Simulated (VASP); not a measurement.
Wanted: the native input for a VASP 6.6.1 run.

```
Task                   : relaxation of cell and atoms
Functional             : PBE
Potentials or basis    : VASP PAW PBE potentials, release 64 (Ga_d)
Cutoff                 : 600 eV
k mesh                 : 14 × 14 × 14
Occupations            : fermi-dirac, width 0.1 eV
Spin                   : no spin polarisation
Target pressure        : 160 GPa
Dipole correction      : no
Further INCAR settings : ALGO = Normal; EDIFF = 1e-07; IBRION = 2; EDIFFG = -0.005; NSW = 60; ISIF = 3
```

The structure of Ga lies in POSCAR:

```
Ga
1.0
    0.0000000000      2.1831315707      2.1831315707
    2.1831315707      0.0000000000      2.1831315707
    2.1831315707      2.1831315707      0.0000000000
Ga
2
Direct
   -0.1250000000     -0.1250000000     -0.1250000000
    0.1250000000      0.1250000000      0.1250000000
```

One way to write it, as run:

INCAR

```
PREC = Accurate
ENCUT = 600
EDIFF = 1E-7
ISMEAR = -1
SIGMA = 0.1
LREAL = False
LASPH = True
NELM = 80
ALGO = Normal
ISIF = 3
LWAVE = False
LCHARG = False
GGA = PE
IBRION = 2
NSW = 60
EDIFFG = -0.005
PSTRESS = 1600.0
```

KPOINTS

```
regular mesh
0
Gamma
  14 14 14
```

Potentials or basis: VASP PAW PBE potentials, release 64 (Ga_d).

The run is started by

```console
$ cat potpaw_PBE.64/Ga_d/POTCAR > POTCAR
$ mpirun -np 1 vasp_std > vasp.out
```

It gave:

```json
{
  "Relaxed volume": "11.96 Å³/atom",
  "Relaxed cell": "a = 3.234 Å, b = 3.234 Å, c = 3.234 Å, α = 60.00°, β = 60.00°, γ = 60.00°",
  "Space group after relaxing (to 0.05 Å)": "Fd-3m (No. 227)",
  "Energy change on relaxing (the enthalpy is what falls)": "-2000.7 meV/atom",
  "Ionic steps": "5",
  "Pressure after relaxing": "160.1 GPa",
  "Band gap on the k mesh": "zero (band 13 reaches 15.97 eV, above the bottom of band 14 at 6.26 eV)"
}
```

Caveat: the cell is relaxed towards a set pressure, so the enthalpy falls and the energy may rise.

Run time: 2.6 min on 1 thread of AMD EPYC 9R45 96-Core Processor (Zen 5), with other jobs on the host, peak memory 0.16 GiB.
